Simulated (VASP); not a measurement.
# NaCoSe2S8 (C2/m) in VASP: single point with PBEsol+U

Aim: the single point of NaCoSe2S8 with PBEsol+U.

Program: VASP 6.6.1. These are calculated values, not measurements. Logs are shortened: lines on timing, memory, paths and dates and some standing lists are left out, and cuts for length are marked.

**1. The cell of the first run**

Symmetry: C2/m, No. 12, monoclinic system. The conventional cell has a = 9.716 Å, b = 6.404 Å, c = 8.470 Å, α = 90.00°, β = 92.44°, γ = 90.00°. Na (site symmetry 2/m) has 10 S at 2.88 to 3.86 Å within 3.9 Å. Within 3.1 Å of Co (site symmetry 2/m) lie 6 S at 2.31 to 2.39 Å. Within 2.5 Å of Se (site symmetry m) lie 4 S at 1.89 to 1.96 Å. Within 2.6 Å of S (site symmetry m) lie 1 Se at 1.94 Å and 1 Co at 2.31 Å. S (site symmetry m) has 1 Se at 1.89 Å within 2.5 Å. S (site symmetry 1) has 1 Se at 1.96 Å and 1 Co at 2.39 Å within 2.6 Å.

**2. Single point, PBEsol+U, collinear spin, ferromagnetic start**

Contents of INCAR:

```
PREC = Accurate
ENCUT = 520
EDIFF = 1E-7
ISMEAR = -1
SIGMA = 0.0411
LREAL = False
LASPH = True
NELM = 150
ALGO = Normal
ISIF = 2
LWAVE = False
LCHARG = True
ISPIN = 2
MAGMOM = 0 3 0 0 0 0 0 0 0 0 0 0
LORBIT = 11
LMAXMIX = 4
LDAU = True
LDAUTYPE = 2
LDAUL = -1 2 -1 -1
LDAUU = 0 2.13 0 0
LDAUJ = 0 0 0 0
LDAUPRINT = 1
GGA = PS
LELF = True
LVHAR = True
NBANDS = 54
```

Contents of KPOINTS:

```
Automatic mesh
0
Gamma
  4 4 2
```

Contents of POSCAR:

```
NaCoSe2S8
1.0
    4.8578500300      3.2017781400      0.0000000000
    4.8578500300     -3.2017781400      0.0000000000
    0.3606177400      0.0000000000     -8.4627168200
Na Co Se S
1 1 2 8
Direct
    0.0000000000      0.0000000000      0.5000000000
    0.0000000000      0.0000000000      0.0000000000
    0.3652000000      0.3652000000      0.7758900000
    0.6348000000      0.6348000000      0.2241100000
    0.2362000000      0.2362000000      0.9565000000
    0.7638000000      0.7638000000      0.0435000000
    0.2862000000      0.2862000000      0.5754000000
    0.7138000000      0.7138000000      0.4246000000
    0.7285000000      0.2359000000      0.7952000000
    0.7641000000      0.2715000000      0.2048000000
    0.2715000000      0.7641000000      0.2048000000
    0.2359000000      0.7285000000      0.7952000000
```

Potentials or basis: VASP PAW PBE potentials, release 64 (Na_pv, Co, Se, S).

Launch:

```
$ cat potpaw_PBE.64/Na_pv/POTCAR potpaw_PBE.64/Co/POTCAR potpaw_PBE.64/Se/POTCAR potpaw_PBE.64/S/POTCAR > POTCAR
$ mpirun -np 1 vasp_std > vasp.out
```

OUTCAR:

```text
PREC = Accurate
   ENCUT = 520
   EDIFF = 1E-7
   ISMEAR = -1
   LREAL = False
   LASPH = True
   NELM = 150
   ISIF = 2
   ISPIN = 2
   LORBIT = 11
   GGA = PS

 ion  position               nearest neighbor table
   1  0.000  0.000  0.500-
   2  0.000  0.000  0.000-   5 2.31   6 2.31   9 2.39  10 2.39  11 2.39  12 2.39
   3  0.365  0.365  0.776-   7 1.89   5 1.94   9 1.96  12 1.96
   4  0.635  0.635  0.224-   8 1.89   6 1.94  10 1.96  11 1.96
   5  0.236  0.236  0.956-   3 1.94   2 2.31
   6  0.764  0.764  0.044-   4 1.94   2 2.31
   7  0.286  0.286  0.575-   3 1.89
   8  0.714  0.714  0.425-   4 1.89
   9  0.728  0.236  0.795-   3 1.96   2 2.39
  10  0.764  0.272  0.205-   4 1.96   2 2.39
  11  0.272  0.764  0.205-   4 1.96   2 2.39
  12  0.236  0.728  0.795-   3 1.96   2 2.39

  LATTYP: Found a base centered monoclinic cell.
 ALAT       =     9.7157000600
 B/A-ratio  =     0.6590936567
 C/A-ratio  =     0.8718256738
 COS(beta)  =    -0.0425738901

  Lattice vectors:

 A1 = (  -4.8578500300,  -3.2017781400,   0.0000000000)
 A2 = (  -4.8578500300,   3.2017781400,   0.0000000000)
 A3 = (   0.3606177400,   0.0000000000,  -8.4627168200)

Analysis of symmetry for initial positions (statically):
=====================================================================
 Subroutine PRICEL returns:
 Original cell was already a primitive cell.

 Routine SETGRP: Setting up the symmetry group for a
 base centered monoclinic supercell.

 Subroutine GETGRP returns: Found  4 space group operations
 (whereof  4 operations were pure point group operations)
 out of a pool of  4 trial point group operations.

The static configuration has the point symmetry C_2h.

Analysis of symmetry for dynamics (positions and initial velocities):
=====================================================================
 Subroutine PRICEL returns:
 Original cell was already a primitive cell.

 Routine SETGRP: Setting up the symmetry group for a
 base centered monoclinic supercell.

 Subroutine GETGRP returns: Found  4 space group operations
 (whereof  4 operations were pure point group operations)
 out of a pool of  4 trial point group operations.

The dynamic configuration has the point symmetry C_2h.

Analysis of structural, dynamic, and magnetic symmetry:
=====================================================================
 Subroutine PRICEL returns:
 Original cell was already a primitive cell.

 Routine SETGRP: Setting up the symmetry group for a
 base centered monoclinic supercell.

 Subroutine GETGRP returns: Found  4 space group operations
 (whereof  4 operations were pure point group operations)
 out of a pool of  4 trial point group operations.

The overall configuration has the point symmetry C_2h.

 Subroutine INISYM returns: Found  4 space group operations
 (whereof  4 operations are pure point group operations),
 and found     1 'primitive' translations

----------------------------------------------------------------------------------------

                                     Primitive cell

  volume of cell :     263.2541

  direct lattice vectors                    reciprocal lattice vectors
     4.857850030  3.201778140  0.000000000     0.102926191  0.156163225  0.004385945
     4.857850030 -3.201778140  0.000000000     0.102926191 -0.156163225  0.004385945
     0.360617740  0.000000000 -8.462716820     0.000000000  0.000000000 -0.118165362

  length of vectors
     5.818083032  5.818083032  8.470396752     0.187082843  0.187082843  0.118165362

  position of ions in fractional coordinates (direct lattice)
     1.000000000  1.000000000  0.500000000
[... 127 lines left out ...]
   NGX = 21   NGY = 21   NGZ = 31

atom =   2  type =  2  l = 2

 onsite density matrix

spin component  1

  0.9442  0.0141  0.0000  0.0000  0.0000
  0.0141  0.9122  0.0000  0.0000  0.0000
  0.0000  0.0000  0.9244 -0.0126  0.0030
  0.0000  0.0000 -0.0126  0.9423  0.0096
  0.0000  0.0000  0.0030  0.0096  0.9426

spin component  2

  0.2356  0.0059  0.0000  0.0000  0.0000
  0.0059  0.2823  0.0000  0.0000  0.0000
  0.0000  0.0000  0.7892  0.1385  0.1729
  0.0000  0.0000  0.1385  0.6578 -0.2529
  0.0000  0.0000  0.1729 -0.2529  0.6518

 occupancies and eigenvectors

  o =  0.2349  v =  0.0000  0.0000  0.0000  0.0000  0.0000 -0.9925  0.1224  0.0000  0.0000  0.0000      0.0000  0.0000  0.0000  0.0000  0.0000  0.0000  0.0000  0.0000  0.0000  0.0000
  o =  0.2830  v =  0.0000  0.0000  0.0000  0.0000  0.0000  0.1224  0.9925  0.0000  0.0000  0.0000      0.0000  0.0000  0.0000  0.0000  0.0000  0.0000  0.0000  0.0000  0.0000  0.0000
  o =  0.3020  v =  0.0000  0.0000  0.0000  0.0000  0.0000  0.0000  0.0000  0.4127 -0.6290 -0.6589      0.0000  0.0000  0.0000  0.0000  0.0000  0.0000  0.0000  0.0000  0.0000  0.0000
  o =  0.8753  v =  0.0000  0.0000  0.0000  0.0000  0.0000  0.0000  0.0000  0.7614  0.6353 -0.1296      0.0000  0.0000  0.0000  0.0000  0.0000  0.0000  0.0000  0.0000  0.0000  0.0000
  o =  0.9069  v =  0.3535 -0.9354  0.0000  0.0000  0.0000  0.0000  0.0000  0.0000  0.0000  0.0000      0.0000  0.0000  0.0000  0.0000  0.0000  0.0000  0.0000  0.0000  0.0000  0.0000
  o =  0.9160  v =  0.0000  0.0000  0.8273  0.4931 -0.2692  0.0000  0.0000  0.0000  0.0000  0.0000      0.0000  0.0000  0.0000  0.0000  0.0000  0.0000  0.0000  0.0000  0.0000  0.0000
  o =  0.9214  v =  0.0000  0.0000  0.0000  0.0000  0.0000  0.0000  0.0000 -0.5000  0.4482 -0.7410      0.0000  0.0000  0.0000  0.0000  0.0000  0.0000  0.0000  0.0000  0.0000  0.0000
  o =  0.9395  v =  0.0000  0.0000 -0.4925  0.4061 -0.7698  0.0000  0.0000  0.0000  0.0000  0.0000      0.0000  0.0000  0.0000  0.0000  0.0000  0.0000  0.0000  0.0000  0.0000  0.0000
  o =  0.9495  v = -0.9354 -0.3535  0.0000  0.0000  0.0000  0.0000  0.0000  0.0000  0.0000  0.0000      0.0000  0.0000  0.0000  0.0000  0.0000  0.0000  0.0000  0.0000  0.0000  0.0000
  o =  0.9540  v =  0.0000  0.0000 -0.2703  0.7694  0.5788  0.0000  0.0000  0.0000  0.0000  0.0000      0.0000  0.0000  0.0000  0.0000  0.0000  0.0000  0.0000  0.0000  0.0000  0.0000

 number of electron      75.9999988 magnetization       2.5127886

 Free energy of the ion-electron system (eV)
  ---------------------------------------------------
  ext. energy  EPLUGINS =         0.00000000
  ---------------------------------------------------
  free energy    TOTEN  =       -42.17635133 eV

  energy without entropy =      -42.15267768  energy(sigma->0) =      -42.16451450

 E-fermi :   3.0741     XC(G=0):  -9.0310

 val. band max:        3.0733601979   @ k =   0.5000  -0.0000  -0.0000
 cond. band min:       3.0840839764   @ k =   0.2500   0.2500   0.5000
 fundamental gap:      0.0107237785
 Fermi energy:         3.0741006554

 spin component 1

 k-point     1 :       0.0000    0.0000    0.0000
  band No.  band energies     occupation
      1     -19.9134      1.00000
      2     -19.8922      1.00000
      3     -19.8850      1.00000
      4     -16.4166      1.00000
      5     -16.3268      1.00000
      6     -10.8362      1.00000
[... 731 lines left out ...]
     49       9.1029      0.00000
     50       9.1682      0.00000
 Fermi energy:         3.0741006554

 spin component 2

 k-point     1 :       0.0000    0.0000    0.0000
  band No.  band energies     occupation
      1     -19.9121      1.00000
      2     -19.8919      1.00000
      3     -19.8841      1.00000
      4     -16.3716      1.00000
      5     -16.2830      1.00000
      6     -10.7730      1.00000
[... 731 lines left out ...]
     49       9.1532      0.00000
     50       9.1963      0.00000
 [bands above 50 left out]

------------------------ aborting loop because EDIFF is reached ----------------------------------------

  FORCE on cell =-STRESS in cart. coord.  units (eV):
  Direction    XX          YY          ZZ          XY          YZ          ZX
  --------------------------------------------------------------------------------------
  -------------------------------------------------------------------------------------
  Total       29.7836426     27.3737845     37.8692083      0.0000000      0.0000000     -0.2525450
  in kB      181.2647060    166.5981916    230.4738545      0.0000000      0.0000000     -1.5370013
  external PRESSURE =     192.7789174 kB  Pullay stress =       0.0000000 kB

 VOLUME and BASIS-vectors are now :
 -----------------------------------------------------------------------------
  energy-cutoff  :      520.00
  volume of cell :      263.25
      direct lattice vectors                 reciprocal lattice vectors
     4.857850030  3.201778140  0.000000000     0.102926191  0.156163225  0.004385945
     4.857850030 -3.201778140  0.000000000     0.102926191 -0.156163225  0.004385945
     0.360617740  0.000000000 -8.462716820     0.000000000  0.000000000 -0.118165362

 POSITION                                       TOTAL-FORCE (eV/Angst)
 -----------------------------------------------------------------------------------
      0.18031      0.00000     -4.23136        -0.000000     -0.000000      0.000000
      0.00000      0.00000      0.00000        -0.000000     -0.000000      0.000000
      3.82797      0.00000     -6.56614        -0.464723     -0.000000     -0.607367
      6.24834      0.00000     -1.89658         0.464723     -0.000000      0.607367
      2.63978      0.00000     -8.09459        -3.660755     -0.000000     -5.523214
      7.43654      0.00000     -0.36813         3.660755     -0.000000      5.523214
      2.98813      0.00000     -4.86945        -2.716046     -0.000000      6.300355
      7.08818      0.00000     -3.59327         2.716046     -0.000000     -6.300355
      4.97167      1.57720     -6.72955         3.629674      4.775707     -0.061418
      5.10464      1.57720     -1.73316        -3.629674      4.775707      0.061418
      5.10464     -1.57720     -1.73316        -3.629674     -4.775707      0.061418
      4.97167     -1.57720     -6.72955         3.629674     -4.775707     -0.061418
 -----------------------------------------------------------------------------------
    total drift:                                0.000000     -0.000000      0.000000

  FREE ENERGIE OF THE ION-ELECTRON SYSTEM (eV)
  ---------------------------------------------------
  free  energy   TOTEN  =       -42.1763513268 eV

  energy  without entropy=      -42.1526776794  energy(sigma->0) =      -42.16451450

 total charge

# of ion       s       p       d       tot
------------------------------------------
    1        0.041   5.975   0.000   6.016
    2        0.361   0.428   7.255   8.045
    3        1.415   2.454   0.564   4.433
    4        1.415   2.454   0.564   4.433
    5        1.362   2.414   0.000   3.776
    6        1.362   2.414   0.000   3.776
    7        1.363   2.439   0.000   3.802
    8        1.363   2.439   0.000   3.802
    9        1.358   2.416   0.000   3.774
   10        1.358   2.416   0.000   3.774
   11        1.358   2.416   0.000   3.774
   12        1.358   2.416   0.000   3.774
--------------------------------------------------
tot         14.112  30.684   8.383  53.179

 magnetization (x)

# of ion       s       p       d       tot
------------------------------------------
    1        0.000   0.000   0.000   0.001
    2        0.011   0.009   2.050   2.070
    3        0.002   0.007   0.015   0.025
    4        0.002   0.007   0.015   0.025
    5        0.009   0.074   0.000   0.083
    6        0.009   0.074   0.000   0.083
    7        0.000  -0.008   0.000  -0.008
    8        0.000  -0.008   0.000  -0.008
    9        0.006   0.014   0.000   0.020
   10        0.006   0.014   0.000   0.020
   11        0.006   0.014   0.000   0.020
   12        0.006   0.014   0.000   0.020
--------------------------------------------------
tot          0.059   0.212   2.081   2.352
```

Wall time 8.1 min (1 thread of Intel Xeon Platinum 8488C (Sapphire Rapids), shared host); peak memory 0.68 GiB.

What came out:

- Free energy: -42.1764 eV
- Pressure: 19.3 GPa
- Largest force: 6.861 eV/Å
- Net moment: 2.51 μB per cell
- Site moments: Na +0.00; Co +2.07; Se +0.03; S +0.08, -0.01, +0.02 (each value once) μB
- Valence electrons inside the program's atomic spheres: Na 6.02; Co 8.04; Se 4.43; S 3.78, 3.80, 3.77 (each value once)

Forces on the atoms (eV/Å):
```
Na   0.000  0.000  0.000
Co   0.000  0.000  0.000
Se  -0.465  0.000 -0.607
Se   0.465  0.000  0.607
S   -3.661  0.000 -5.523
S    3.661  0.000  5.523
S   -2.716  0.000  6.300
S    2.716  0.000 -6.300
S    3.630  4.776 -0.061
S   -3.630  4.776  0.061
S   -3.630 -4.776  0.061
S    3.630 -4.776 -0.061
```

Levels at points of the mesh, in eV from the Fermi level:
Spin up:
```
           k point  band 37  band 38  band 39  band 40  band 41  band 42
(0.00, 0.00, 0.00)    -0.39    -0.38     0.04     0.24     2.05     2.10
(0.50, 0.00, 0.00)    -0.67    -0.52    -0.48     0.00     3.03     3.41
(0.50, 0.50, 0.00)    -0.43    -0.11    -0.10     0.46     1.99     2.46
(0.00, 0.00, 0.50)    -0.58    -0.02     0.17     0.27     2.08     2.21
(0.50, 0.00, 0.50)    -0.68    -0.67    -0.48     0.14     3.03     3.61
(0.50, 0.50, 0.50)    -0.25    -0.16    -0.15     0.15     2.07     2.41
```
Spin down:
| k point | band 35 | band 36 | band 37 | band 38 | band 39 | band 40 |
| --- | --- | --- | --- | --- | --- | --- |
| (0.00, 0.00, 0.00) | -0.32 | -0.07 | 0.19 | 0.34 | 1.00 | 1.91 |
| (0.50, 0.00, 0.00) | -0.49 | -0.46 | -0.27 | 0.48 | 1.19 | 1.58 |
| (0.50, 0.50, 0.00) | -0.58 | -0.39 | 0.21 | 0.86 | 1.19 | 2.06 |
| (0.00, 0.00, 0.50) | -0.53 | 0.06 | 0.16 | 0.50 | 0.90 | 2.01 |
| (0.50, 0.00, 0.50) | -0.58 | -0.47 | -0.24 | 0.48 | 1.19 | 1.62 |
| (0.50, 0.50, 0.50) | -0.58 | -0.23 | -0.06 | 0.86 | 1.22 | 1.99 |

Eigenvalues of the final occupation matrices:
```csv
site,spin,trace,eigenvalues
site 2 d,1,4.67,0.91 0.92 0.94 0.95 0.95
site 2 d,2,2.62,0.23 0.28 0.30 0.88 0.92
```

Caveat: the k points lie up to 0.37 Å⁻¹ apart; the PAW data sets were made with another functional, which shifts forces and pressure a little; a cell with one magnetic atom can't hold antiferromagnetic order, which such compounds often take.
